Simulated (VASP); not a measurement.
Here is a VASP 6.6.1 calculation.

The input INCAR:

```
SYSTEM = GaP
PREC = Accurate ; ENCUT = 520
EDIFF = 1E-6 ; ISMEAR = 0
SIGMA = 0.01 ; LREAL = .False.
LASPH = .True. ; NELM = 100
ALGO = Normal ; ISIF = 2
LWAVE = .False. ; LCHARG = .True.
GGA = CA ; LELF = .True.
LVHAR = .True. ; NBANDS = 16
```

File KPOINTS:

```
Automatic mesh
0
Gamma
  8 8 8
  0 0 0
```

Contents of POSCAR:

```
GaP
1.0
    2.6417733188      2.6417733188      0.0000000000
   -2.6417733188      2.6417733188      0.0000000000
    0.0000000000      2.6417733188      2.7433031913
Ga P
1 1
Direct
    0.0000000000      0.0000000000      0.0000000000
    0.7500000000      0.2500000000      0.5000000000
```

Potentials or basis: VASP PAW LDA potentials, release 64 (Ga_d, P).

The run is started by

```sh
$ cat potpaw_LDA.64/Ga_d/POTCAR potpaw_LDA.64/P/POTCAR > POTCAR
$ mpirun -np 1 vasp_std > vasp.out
```

**Question.** Estimate the band gap on the k mesh.

**Answer.** 1.21 eV, indirect (least direct gap 2.01 eV).

**Question.** Predict the pressure.

**Answer.** 2.2 GPa.

Stress tensor (GPa, compression positive):
```
3.27 0.00 0.00
0.00 3.27 0.00
0.00 0.00 0.09
```

Caveat: the cell differs from its parent crystal (in-plane strain -0.02, then relaxed in part). A k mesh can miss the band edges.
